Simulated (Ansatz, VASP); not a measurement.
# TeOs in VASP and in Ansatz

INCAR

```
SYSTEM = TeOs
ALGO = Normal
EDIFF = 1E-6
ENCUT = 520
GGA = PE
ISIF = 2
ISMEAR = 0
ISPIN = 2
LASPH = .TRUE.
LCHARG = .FALSE.
LMAXMIX = 4
LORBIT = 11
LREAL = .FALSE.
LWAVE = .FALSE.
MAGMOM = 0.15 0
NBANDS = 18
NELM = 150
PREC = Accurate
SIGMA = 0.05
```

The input KPOINTS:

```
k-points
0
G
  6 6 6
  0 0 0
```

Contents of POSCAR:

```
TeOs
1.0
    0.0000000000      2.9849480396      2.9849480396
    2.9849480396      0.0000000000      2.9849480396
    2.9849480396      2.9849480396      0.0000000000
Os Te
1 1
Direct
    0.0000000000      0.0000000000      0.0000000000
    0.2500000000      0.2500000000      0.2500000000
```

Input for Ansatz:

```yaml
crystal:
  lattice:
    - [0.0, 2.9849480396, 2.9849480396]
    - [2.9849480396, 0.0, 2.9849480396]
    - [2.9849480396, 2.9849480396, 0.0]
  atoms:
    - { symbol: Os, position: [0.0, 0.0, 0.0], spin: 0.15 }
    - { symbol: Te, position: [0.25, 0.25, 0.25] }
basis:
  ecutwfc: 420
  ecutrho_ratio: 4
kpoints:
  mp_grid: { grid: [6, 6, 6] }
hamiltonian:
  xc: pbe
scf:
  occupations: { method: gaussian, width: 0.05 }
output:
  forces: true
  stress: true
  eigenvalues: true
  populations: true
magnetization:
  spin_polarized: true
```

Alike in both runs: task single point; functional PBE; k mesh 6 × 6 × 6; occupations gaussian, width 0.05 eV; collinear spin.

|  | VASP | Ansatz |
| --- | --- | --- |
| version | VASP 6.6.1 | Ansatz 0.2.0 |
| potentials or method | VASP PAW PBE potentials, release 64 (Os, Te), cutoff 520 eV | scalar-relativistic, plane waves, PAW |
| valence electrons in the cell | 14 | 32 |

Ansatz gave:

* gap on the k mesh at the Fermi level (eV): none
* pressure (GPa): -3.3
* net moment per atom (μB): 0.09
* size of the moment on the site where the two differ most (μB): 0.12

Question: What did VASP give for the same quantities?

Answer: gap on the k mesh at the Fermi level (eV): none; pressure (GPa): -3.4; net moment per atom (μB): 0.08; size of the moment on the site where the two differ most (μB): 0.14.

Site moments also hang on the region over which each program counts them. A gap of «none» marks a metal or a gap that the smearing closes. VASP's potentials hold 14 valence electrons a cell and Ansatz's 32, so a difference there can come from the potentials and not from the codes.

Spin-orbit coupling is off throughout.
